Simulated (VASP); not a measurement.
A run of VASP 6.6.1:

The input INCAR:

```
SYSTEM = GaN
PREC     = Accurate       ! precision mode
ENCUT    = 520            ! plane-wave cutoff, eV
EDIFF    = 1E-6           ! SCF threshold, eV
ISMEAR   = 0              ! smearing method
SIGMA    = 0.1            ! smearing width, eV
LREAL    = .FALSE.        ! projectors in reciprocal space
LASPH    = .TRUE.         ! aspherical terms in the spheres
NELM     = 60             ! most SCF steps
ALGO     = Normal         ! electronic algorithm
ISIF     = 2              ! what is computed and relaxed
LWAVE    = .FALSE.        ! write WAVECAR
LCHARG   = .FALSE.        ! write CHGCAR
GGA      = PE             ! functional
NBANDS   = 16             ! bands
```

KPOINTS

```
regular mesh
0
G
  12 12 4
  0 0 0
```

The input POSCAR:

```
GaN
1.0
    2.6272434380      0.0000000034      0.0000000000
   -1.3136217219      2.2752595575      0.0000000000
    0.0000000000      0.0000000000      4.0804925120
Ga N
1 1
Direct
    0.0000000000      0.0000000000      0.5000000000
    0.0000000000      0.0000000000      0.0000000000
```

Potentials or basis: VASP PAW PBE potentials, release 64 (Ga_d, N).

Command:

```sh
$ cat potpaw_PBE.64/Ga_d/POTCAR potpaw_PBE.64/N/POTCAR > POTCAR
$ mpirun -np 1 vasp_std > vasp.out
```

Hardware: 1 thread of AMD EPYC 9R14 (Zen 4), with other jobs on the host.

Q: Estimate the wall time of this run.

A: Run time: 21 s on 1 thread of AMD EPYC 9R14 (Zen 4), with other jobs on the host, peak memory 0.11 GiB. Counts: scf iterations 13, k points 57.
